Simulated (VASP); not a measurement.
Write the native input for VASP 6.6.1 that does the following.

```yaml
Task: single point
Functional: r2SCAN
Potentials_or_basis: VASP PAW PBE potentials, release 64 (P)
Cutoff: 520 eV
k_mesh: 6 × 8 × 1
Occupations: gaussian, width 0.01 eV
Spin: no spin polarisation
Dipole_correction: yes
Further_INCAR_settings: ALGO = Normal; EDIFF = 1e-06; NBANDS = 18
```

System: P, a slab with vacuum.

```
CELL_PARAMETERS angstrom
4.62750 0.00000 0.00000
0.00000 3.29187 0.00000
0.00000 0.00000 27.81958
ATOMIC_POSITIONS crystal
P 0.09124 0.00000 0.37893
P 0.40876 0.50000 0.37893
P 0.59124 0.50000 0.30404
P 0.90876 0.00000 0.30404
```

The input as run:

POSCAR

```
P
1.0
    4.6275012813      0.0000000000      0.0000000000
    0.0000000000      3.2918675517      0.0000000000
    0.0000000000      0.0000000000     27.8195791164
P
4
Direct
    0.0912381700      0.0000000000      0.3789328400
    0.4087618300      0.5000000000      0.3789328400
    0.5912381700      0.5000000000      0.3040393905
    0.9087618300      0.0000000000      0.3040393905
```

INCAR.step1

```
SYSTEM = P
ALGO = Normal
DIPOL = 0.5 0.5 0.341
EDIFF = 1E-4
ENCUT = 520
GGA = PE
IDIPOL = 3
ISMEAR = 0
LASPH = .True.
LCHARG = .False.
LDIPOL = .True.
LREAL = .False.
LWAVE = .True.
NBANDS = 18
NELM = 80
PREC = Accurate
SIGMA = 0.01
```

INCAR.step2

```
SYSTEM = P
ALGO = Normal
DIPOL = 0.5 0.5 0.341
EDIFF = 1E-6
ENCUT = 520
IDIPOL = 3
ISIF = 2
ISMEAR = 0
ISTART = 1
LASPH = .True.
LCHARG = .True.
LDIPOL = .True.
LELF = .True.
LMIXTAU = .True.
LREAL = .False.
LVACPOTAV = .True.
LVHAR = .True.
LWAVE = .False.
METAGGA = R2SCAN
NBANDS = 18
NELM = 80
PREC = Accurate
SIGMA = 0.01
```

KPOINTS

```
k-points
0
Gamma
  6 8 1
  0 0 0
```

Potentials or basis: VASP PAW PBE potentials, release 64 (P).

Launch:

```console
$ cat potpaw_PBE.64/P/POTCAR > POTCAR
$ cp INCAR.step1 INCAR
$ mpirun -np 1 vasp_std > vasp.out
$ cp INCAR.step2 INCAR
$ mpirun -np 1 vasp_std > vasp.out
```

It gave:

- Largest force: 0.098 eV/Å
- Band gap on the k mesh: 1.12 eV
- Ionisation potential of the upper face: 5.22 eV

Caveat: the PAW data sets were made with another functional, which shifts forces and pressure a little.

It took 6.6 min on 1 thread of Intel(R) Xeon(R) 6975P-C (Granite Rapids), with other jobs on the host, peak memory 0.52 GiB.
